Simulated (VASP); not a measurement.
# CaBiCl3 (Pm-3m) in VASP: notebook

The runs below take CaBiCl3 through single point, with PBE.

Program: VASP 6.6.1. These are calculated values, not measurements. Logs are shortened: lines on timing, memory, paths and dates and some standing lists are left out, and cuts for length are marked.

## (1) The cell of the first run

It takes space group Pm-3m (No. 221, cubic). The conventional cell has a = 5.060 Å, b = 5.060 Å, c = 5.060 Å, α = 90.00°, β = 90.00°, γ = 90.00°. Ca (site symmetry m-3m) has 12 Cl at 3.58 Å and 8 Bi at 4.38 Å within 4.7 Å. Bi (site symmetry m-3m) has 6 Cl at 2.53 Å within 3.3 Å. Within 3.3 Å of Cl (site symmetry 4/mmm) lie 2 Bi at 2.53 Å.

## (2) Single point, PBE

INCAR

```
ALGO = Normal
EDIFF = 1E-6
ENCUT = 520
GGA = PE
ISIF = 2
ISMEAR = 0
LASPH = T
LCHARG = F
LREAL = F
LWAVE = F
NBANDS = 31
NELM = 80
PREC = Accurate
SIGMA = 0.1
```

KPOINTS

```
k-points
0
Gamma
  4 4 4
```

POSCAR

```
CaBiCl3
1.0
    5.0599693283      0.0000000000      0.0000000000
    0.0000000000      5.0599693283      0.0000000000
    0.0000000000      0.0000000000      5.0599693283
Ca Bi Cl
1 1 3
Direct
    0.0000000000      0.0000000000      0.0000000000
    0.5000000000      0.5000000000      0.5000000000
    0.0000000000      0.5000000000      0.5000000000
    0.5000000000      0.0000000000      0.5000000000
    0.5000000000      0.5000000000      0.0000000000
```

Potentials or basis: VASP PAW PBE potentials, release 64 (Ca_sv, Bi_d, Cl).

Run with:

```bash
$ cat potpaw_PBE.64/Ca_sv/POTCAR potpaw_PBE.64/Bi_d/POTCAR potpaw_PBE.64/Cl/POTCAR > POTCAR
$ mpirun -np 1 vasp_std > vasp.out
```

OUTCAR:

```text
EDIFF = 1E-6
   ENCUT = 520
   GGA = PE
   ISIF = 2
   ISMEAR = 0
   LASPH = T
   LREAL = F
   NELM = 80
   PREC = Accurate

 ion  position               nearest neighbor table
   1  0.000  0.000  0.000-
   2  0.500  0.500  0.500-   3 2.53   4 2.53   5 2.53   5 2.53   4 2.53   3 2.53
   3  0.000  0.500  0.500-   2 2.53   2 2.53
   4  0.500  0.000  0.500-   2 2.53   2 2.53
   5  0.500  0.500  0.000-   2 2.53   2 2.53

  LATTYP: Found a simple cubic cell.
 ALAT       =     5.0599693283

  Lattice vectors:

 A1 = (   5.0599693283,   0.0000000000,   0.0000000000)
 A2 = (   0.0000000000,   5.0599693283,   0.0000000000)
 A3 = (   0.0000000000,   0.0000000000,   5.0599693283)

Analysis of symmetry for initial positions (statically):
=====================================================================
 Subroutine PRICEL returns:
 Original cell was already a primitive cell.

 Routine SETGRP: Setting up the symmetry group for a
 simple cubic supercell.

 Subroutine GETGRP returns: Found 48 space group operations
 (whereof 48 operations were pure point group operations)
 out of a pool of 48 trial point group operations.

The static configuration has the point symmetry O_h .

Analysis of symmetry for dynamics (positions and initial velocities):
=====================================================================
 Subroutine PRICEL returns:
 Original cell was already a primitive cell.

 Routine SETGRP: Setting up the symmetry group for a
 simple cubic supercell.

 Subroutine GETGRP returns: Found 48 space group operations
 (whereof 48 operations were pure point group operations)
 out of a pool of 48 trial point group operations.

The dynamic configuration has the point symmetry O_h .

 Subroutine INISYM returns: Found 48 space group operations
 (whereof 48 operations are pure point group operations),
 and found     1 'primitive' translations

----------------------------------------------------------------------------------------

                                     Primitive cell

  volume of cell :     129.5519

  direct lattice vectors                    reciprocal lattice vectors
     5.059969328  0.000000000  0.000000000     0.197629656  0.000000000  0.000000000
     0.000000000  5.059969328  0.000000000     0.000000000  0.197629656  0.000000000
     0.000000000  0.000000000  5.059969328     0.000000000  0.000000000  0.197629656

  length of vectors
     5.059969328  5.059969328  5.059969328     0.197629656  0.197629656  0.197629656

  position of ions in fractional coordinates (direct lattice)
     0.000000000  0.000000000  0.000000000
     0.500000000  0.500000000  0.500000000
     0.000000000  0.500000000  0.500000000
     0.500000000  0.000000000  0.500000000
     0.500000000  0.500000000  0.000000000

  ion indices of the primitive-cell ions
   primitive index   ion index
                 1           1
                 2           2
                 3           3
                 4           4
                 5           5

----------------------------------------------------------------------------------------

 KPOINTS: k-points

Automatic generation of k-mesh.
 Grid dimensions read from file:
 generate k-points for:    4    4    4

 Generating k-lattice:

  Cartesian coordinates                     Fractional coordinates (reciprocal lattice)
     0.049407414  0.000000000  0.000000000     0.250000000  0.000000000  0.000000000
     0.000000000  0.049407414  0.000000000     0.000000000  0.250000000  0.000000000
     0.000000000  0.000000000  0.049407414     0.000000000  0.000000000  0.250000000

  Length of vectors
     0.049407414  0.049407414  0.049407414

  Shift w.r.t. Gamma in fractional coordinates (k-lattice)
     0.000000000  0.000000000  0.000000000

 Subroutine IBZKPT returns following result:
 ===========================================

 Found     10 irreducible k-points:

 Following reciprocal coordinates:
            Coordinates               Weight
  0.000000  0.000000  0.000000      1.000000
  0.250000  0.000000  0.000000      6.000000
  0.500000  0.000000  0.000000      3.000000
  0.250000  0.250000  0.000000     12.000000
  0.500000  0.250000  0.000000     12.000000
  0.500000  0.500000  0.000000      3.000000
  0.250000  0.250000  0.250000      8.000000
  0.500000  0.250000  0.250000     12.000000
  0.500000  0.500000  0.250000      6.000000
  0.500000  0.500000  0.500000      1.000000
   k-points           NKPTS =     10   k-points in BZ     NKDIM =     10   number of bands    NBANDS=     31
   number of dos      NEDOS =    301   number of ions     NIONS =      5
   total plane-waves  NPLWV =  64000
   dimension x,y,z NGX =    40 NGY =   40 NGZ =   40
   dimension x,y,z NGXF=    80 NGYF=   80 NGZF=   80
   ions per type =               1   1   3
   NGX,Y,Z   is equivalent  to a cutoff of  13.14, 13.14, 13.14 a.u.
   NGXF,Y,Z  is equivalent  to a cutoff of  26.28, 26.28, 26.28 a.u.
 SYSTEM =  unknown system
   PREC   = accura    normal or accurate (medium, high low for compatibility)
   ISTART =      0    job   : 0-new  1-cont  2-samecut
   ICHARG =      2    charge: 1-file 2-atom 10-const
   ISPIN  =      1    spin polarized calculation?
   LNONCOLLINEAR =      F non collinear calculations
   LSORBIT =      F    spin-orbit coupling
   LASPH  =      T    aspherical Exc in radial PAW
   ENCUT  =  520.0 eV  38.22 Ry    6.18 a.u.   9.41  9.41  9.41*2*pi/ulx,y,z
   NELM   =     80;   NELMIN=  2; NELMDL= -5     # of ELM steps
   EDIFF  = 0.1E-05   stopping-criterion for ELM
   LREAL  =      F    real-space projection
   EDIFFG = 0.1E-04   stopping-criterion for IOM
   NSW    =      0    number of steps for IOM
   IBRION =     -1    ionic relax: 0-MD 1-quasi-New 2-CG
   NFREE  =      0    steps in history (QN), initial steepest desc. (CG)
   ISIF   =      2    stress and relaxation
   ISYM   =      2    0-nonsym 1-usesym 2-fastsym
   POTIM  = 0.5000    time-step for ionic-motion
   TEBEG  =    0.0;   TEEND  =   0.0 temperature during run
   PSTRESS=    0.0 pullay stress
   NELECT =      46.0000    total number of electrons
   NUPDOWN=      -1.0000    fix difference up-down
   EMIN   =  10.00;   EMAX   =-10.00  energy-range for DOS
   EFERMI =   0.00;   METHOD = LEGACY
   ISMEAR =     0;   SIGMA  =   0.10  broadening in eV -4-tet -1-fermi 0-gaus
   EFERMI_NEDOS =   21; number of points for ismear=-14 and -15
   IALGO  =     38    algorithm
   IMIX   =      4    mixing-type and parameters
     AMIX     =   0.40;   BMIX     =  1.00
     AMIX_MAG =   1.60;   BMIX_MAG =  1.00
  volume/ion in A,a.u.               =      25.91       174.85
  Fermi-wavevector in a.u.,A,eV,Ry     =   1.159257  2.190677 18.284539  1.343876
  Thomas-Fermi vector in A             =   2.295851
   LORBIT       =      0    0 simple, 1 ext, 2 COOP (PROOUT), +10 PAW based schemes
   GGA     = PE    functional components
   LHFCALC =     F    Hartree Fock is set to
   AEXX    =    0.0000 exact exchange contribution
   IVDW    =     0    specifies the selected vdW correction
   LEPSILON=     F    determine dielectric tensor
   LRPA    =     F    only Hartree local field effects (RPA)
 non-spin polarized calculation
 Gauss-broadening in eV      SIGMA  =   0.10
  energy-cutoff  :      520.00
  volume of cell :      129.55
 maximum number of plane-waves:      3532
 NGX is ok and might be reduce to    40
   NGX = 19   NGY = 19   NGZ = 19

 number of electron      46.0000015 magnetization

 Free energy of the ion-electron system (eV)
  ---------------------------------------------------
  ext. energy  EPLUGINS =         0.00000000
  ---------------------------------------------------
  free energy    TOTEN  =       -12.79543994 eV

  energy without entropy =      -12.77966586  energy(sigma->0) =      -12.78755290

 E-fermi :   6.6320     XC(G=0):  -9.0353

 val. band max:        6.6175870701   @ k =   0.5000   0.0000   0.0000
 cond. band min:       6.7132190016   @ k =   0.5000   0.2500   0.0000
 fundamental gap:      0.0956319315
 Fermi energy:         6.6320400604

 k-point     1 :       0.0000    0.0000    0.0000
  band No.  band energies     occupation
      1     -37.7318      2.00000
      2     -18.6779      2.00000
      3     -18.6779      2.00000
      4     -18.6779      2.00000
      5     -17.7941      2.00000
      6     -17.7941      2.00000
[... 23 lines left out ...]
     30      10.9225      0.00000
     31      10.9225      0.00000

 k-point     2 :       0.2500    0.0000    0.0000
  band No.  band energies     occupation
      1     -37.7317      2.00000
      2     -18.6804      2.00000
      3     -18.6778      2.00000
      4     -18.6778      2.00000
      5     -17.7940      2.00000
      6     -17.7643      2.00000
[... 23 lines left out ...]
     30      10.0067      0.00000
     31      10.5096      0.00000

 k-point     3 :       0.5000    0.0000    0.0000
  band No.  band energies     occupation
      1     -37.7317      2.00000
      2     -18.6828      2.00000
      3     -18.6777      2.00000
      4     -18.6777      2.00000
      5     -17.7940      2.00000
      6     -17.7341      2.00000
[... 23 lines left out ...]
     30       8.0711      0.00000
     31      10.2929      0.00000

 k-point     4 :       0.2500    0.2500    0.0000
  band No.  band energies     occupation
      1     -37.7317      2.00000
      2     -18.6802      2.00000
      3     -18.6798      2.00000
      4     -18.6776      2.00000
      5     -17.7794      2.00000
      6     -17.7487      2.00000
[... 23 lines left out ...]
     30       9.0397      0.00000
     31       9.8326      0.00000

 k-point     5 :       0.5000    0.2500    0.0000
  band No.  band energies     occupation
      1     -37.7317      2.00000
      2     -18.6822      2.00000
      3     -18.6796      2.00000
      4     -18.6774      2.00000
      5     -17.7754      2.00000
      6     -17.7219      2.00000
[... 23 lines left out ...]
     30       8.4134      0.00000
     31       8.9659      0.00000

 k-point     6 :       0.5000    0.5000    0.0000
  band No.  band energies     occupation
      1     -37.7316      2.00000
      2     -18.6816      2.00000
      3     -18.6816      2.00000
      4     -18.6772      2.00000
      5     -17.7650      2.00000
      6     -17.7011      2.00000
[... 23 lines left out ...]
     30       7.9023      0.00000
     31       9.2527      0.00000

 k-point     7 :       0.2500    0.2500    0.2500
  band No.  band energies     occupation
      1     -37.7317      2.00000
      2     -18.6799      2.00000
      3     -18.6795      2.00000
      4     -18.6795      2.00000
      5     -17.7486      2.00000
      6     -17.7486      2.00000
[... 23 lines left out ...]
     30       8.6588      0.00000
     31       8.6588      0.00000

 k-point     8 :       0.5000    0.2500    0.2500
  band No.  band energies     occupation
      1     -37.7316      2.00000
      2     -18.6817      2.00000
      3     -18.6794      2.00000
      4     -18.6793      2.00000
      5     -17.7486      2.00000
      6     -17.7175      2.00000
[... 23 lines left out ...]
     30       8.4082      0.00000
     31       8.6467      0.00000

 k-point     9 :       0.5000    0.5000    0.2500
  band No.  band energies     occupation
      1     -37.7316      2.00000
      2     -18.6812      2.00000
      3     -18.6812      2.00000
      4     -18.6790      2.00000
      5     -17.7333      2.00000
      6     -17.7011      2.00000
[... 23 lines left out ...]
     30       7.8168      0.00000
     31       8.4663      0.00000

 k-point    10 :       0.5000    0.5000    0.5000
  band No.  band energies     occupation
      1     -37.7315      2.00000
      2     -18.6808      2.00000
      3     -18.6808      2.00000
      4     -18.6808      2.00000
      5     -17.7010      2.00000
      6     -17.7010      2.00000
[... 23 lines left out ...]
     30       7.7335      0.00000
     31       7.7335      0.00000

------------------------ aborting loop because EDIFF is reached ----------------------------------------

  FORCE on cell =-STRESS in cart. coord.  units (eV):
  Direction    XX          YY          ZZ          XY          YZ          ZX
  --------------------------------------------------------------------------------------
  -------------------------------------------------------------------------------------
  Total       14.2752891     14.2752891     14.2752891      0.0000000      0.0000000     -0.0000000
  in kB      176.5435444    176.5435444    176.5435444      0.0000000      0.0000000     -0.0000000
  external PRESSURE =     176.5435444 kB  Pullay stress =       0.0000000 kB

 VOLUME and BASIS-vectors are now :
 -----------------------------------------------------------------------------
  energy-cutoff  :      520.00
  volume of cell :      129.55
      direct lattice vectors                 reciprocal lattice vectors
     5.059969328  0.000000000  0.000000000     0.197629656  0.000000000  0.000000000
     0.000000000  5.059969328  0.000000000     0.000000000  0.197629656  0.000000000
     0.000000000  0.000000000  5.059969328     0.000000000  0.000000000  0.197629656

 POSITION                                       TOTAL-FORCE (eV/Angst)
 -----------------------------------------------------------------------------------
      0.00000      0.00000      0.00000         0.000000      0.000000      0.000000
      2.52998      2.52998      2.52998         0.000000      0.000000      0.000000
      0.00000      2.52998      2.52998         0.000000      0.000000      0.000000
      2.52998      0.00000      2.52998         0.000000      0.000000      0.000000
      2.52998      2.52998      0.00000         0.000000      0.000000      0.000000
 -----------------------------------------------------------------------------------
    total drift:                               -0.000000      0.000000     -0.000000

  FREE ENERGIE OF THE ION-ELECTRON SYSTEM (eV)
  ---------------------------------------------------
  free  energy   TOTEN  =       -12.7954399378 eV

  energy  without entropy=      -12.7796658605  energy(sigma->0) =      -12.78755290
```

Wall time 23 s (1 thread of Intel Xeon 6975P-C (Granite Rapids), shared host); peak memory 0.25 GiB.

Results:

```
Free energy            : -12.7954 eV
Pressure               : 17.7 GPa
Band gap on the k mesh : zero (bands 23 and 24 overlap by 1.22 eV)
```

Caveat: the cell stands under pressure; spin-orbit coupling is left out, which moves the levels of the heavy elements.

## (3) Single point, PBE

This run uses another cell than the first one, of 35.73 Å³/atom.

INCAR

```
  PREC = Accurate
  ENCUT = 520
  EDIFF = 1E-6
  ISMEAR = 0
  SIGMA = 0.1
  LREAL = False
  LASPH = True
  NELM = 100
  ALGO = Normal
  ISIF = 2
  LWAVE = False
  LCHARG = True
  GGA = PE
  LELF = True
  LVHAR = True
  NBANDS = 31
```

KPOINTS

```
Automatic mesh
0
Gamma
  4 4 4
```

Edit POSCAR of step 2 so:

```diff
@@ -2,5 +2,5 @@
 1.0
-    5.0599693283      0.0000000000      0.0000000000
-    0.0000000000      5.0599693283      0.0000000000
-    0.0000000000      0.0000000000      5.0599693283
+    5.6320657957      0.0000000000      0.0000000000
+    0.0000000000      5.6320657957      0.0000000000
+    0.0000000000      0.0000000000      5.6320657957
 Ca Bi Cl
```

Potentials or basis: VASP PAW PBE potentials, release 64 (Ca_sv, Bi_d, Cl).

Run with:

```bash
$ cat potpaw_PBE.64/Ca_sv/POTCAR potpaw_PBE.64/Bi_d/POTCAR potpaw_PBE.64/Cl/POTCAR > POTCAR
$ mpirun -np 1 vasp_std > vasp.out
```

It took 41 s on 1 thread of Intel Xeon 6975P-C (Granite Rapids), shared host; peak memory 0.28 GiB.

The run converged. Its results:

| Quantity | Value |
| --- | --- |
| Free energy | -14.8644 eV |
| Pressure | 0.1 GPa |
| Band gap on the k mesh | zero (bands 23 and 24 overlap by 0.92 eV) |

Levels at points of the mesh, in eV from the Fermi level:
```tsv
k point	band 20	band 21	band 22	band 23	band 24	band 25	band 26	band 27
(0.00, 0.00, 0.00)	-4.35	-4.35	-4.35	-1.02	0.29	0.29	0.55	0.55
(0.50, 0.00, 0.00)	-4.37	-4.37	-3.94	0.14	0.22	0.57	0.60	0.79
(0.50, 0.50, 0.00)	-4.57	-3.95	-3.31	-0.23	-0.23	0.56	0.61	0.69
(0.50, 0.50, 0.50)	-3.93	-3.93	-2.69	-0.78	-0.78	-0.78	-0.04	0.66
```

Caveat: spin-orbit coupling is left out, which moves the levels of the heavy elements.

The gap in the log of VASP goes by the Fermi energy; the results here count the filled bands.